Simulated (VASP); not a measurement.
Input of a VASP 6.6.1 run:

Contents of INCAR:

```
SYSTEM = Zr4B
PREC     = Accurate       ! precision mode
ENCUT    = 520            ! plane-wave cutoff, eV
EDIFF    = 1E-6           ! SCF threshold, eV
ISMEAR   = 0              ! smearing method
SIGMA    = 0.1            ! smearing width, eV
LREAL    = .False.        ! projectors in reciprocal space
LASPH    = .True.         ! aspherical terms in the spheres
NELM     = 100            ! most SCF steps
ALGO     = Normal         ! electronic algorithm
ISIF     = 2              ! what is computed and relaxed
LWAVE    = .False.        ! write WAVECAR
LCHARG   = .True.         ! write CHGCAR
GGA      = PE             ! functional
LELF     = .True.         ! ELF
LVHAR    = .True.       
NBANDS   = 34             ! bands
```

File KPOINTS:

```
Automatic mesh
0
Gamma
  4 4 6
  0 0 0
```

File POSCAR:

```
Zr4B
1.0
    3.9991108093     -3.7880901383      0.0000000000
    3.9991108093      3.7880901383      0.0000000000
    0.0000000000      0.0000000000      3.4147062493
Zr B
4 1
Direct
    0.7847415491      0.2152584509      0.5000000000
    0.2152584509      0.7847415491      0.5000000000
    0.2913906374      0.2913906374      0.0000000000
    0.7086093626      0.7086093626      0.0000000000
    0.0000000000      0.0000000000      0.0000000000
```

Potentials or basis: VASP PAW PBE potentials, release 64 (Zr_sv, B).

Run with:

```sh
$ cat potpaw_PBE.64/Zr_sv/POTCAR potpaw_PBE.64/B/POTCAR > POTCAR
$ mpirun -np 1 vasp_std > vasp.out
```

**Question.** Predict the largest force.

**Answer.** 0.015 eV/Å.

**Question.** What does it give for the pressure?

**Answer.** 0.2 GPa.

Stress tensor (GPa, compression positive):
```
0.33 0.00 0.00
0.00 0.01 0.00
0.00 0.00 0.22
```
